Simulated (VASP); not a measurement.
Write the native input for VASP 6.6.1 that does the following.

```yaml
Task: single point
Functional: PBE
Potentials_or_basis: VASP PAW PBE potentials, release 64 (Cs_sv, Na_pv, P)
Cutoff: 520 eV
k_mesh: 4 × 4 × 4
Occupations: gaussian, width 0.1 eV
Spin: no spin polarisation
Dipole_correction: no
Further_INCAR_settings: ALGO = Normal; EDIFF = 1e-07; NBANDS = 21
```

The structure of CsNaP2 lies in POSCAR:

```
CsNaP2
1.0
    4.0543382002      0.0000000000      0.0000000000
    0.0000000000      4.0543382002      0.0000000000
    0.0000000000      0.0000000000      7.0995426158
Cs Na P
1 1 2
Direct
    0.0000000000      0.0000000000      0.5000000000
    0.0000000000      0.0000000000      0.0000000000
    0.5000000000      0.5000000000      0.1460068877
    0.5000000000      0.5000000000      0.8539931123
```

The input as run:

INCAR

```
SYSTEM = CsNaP2
PREC = Accurate
ENCUT = 520
EDIFF = 1E-7
ISMEAR = 0
SIGMA = 0.1
LREAL = .FALSE.
LASPH = .TRUE.
NELM = 80
ALGO = Normal
ISIF = 2
LWAVE = .FALSE.
LCHARG = .FALSE.
GGA = PE
NBANDS = 21
```

KPOINTS

```
Automatic mesh
0
G
  4 4 4
  0 0 0
```

Potentials or basis: VASP PAW PBE potentials, release 64 (Cs_sv, Na_pv, P).

Command:

```sh
$ cat potpaw_PBE.64/Cs_sv/POTCAR potpaw_PBE.64/Na_pv/POTCAR potpaw_PBE.64/P/POTCAR > POTCAR
$ mpirun -np 1 vasp_std > vasp.out
```

It gave:

* Pressure: 0.1 GPa
* Largest force: 0.070 eV/Å
* Band gap on the k mesh: zero (band 13 reaches 4.06 eV, above the bottom of band 14 at 2.03 eV)

Caveat: the k points lie up to 0.39 Å⁻¹ apart; spin-orbit coupling is left out, which moves the levels of the heavy elements.

It took 23 s on 1 thread of Intel(R) Xeon(R) Platinum 8559C (Emerald Rapids), with other jobs on the host, peak memory 0.23 GiB.
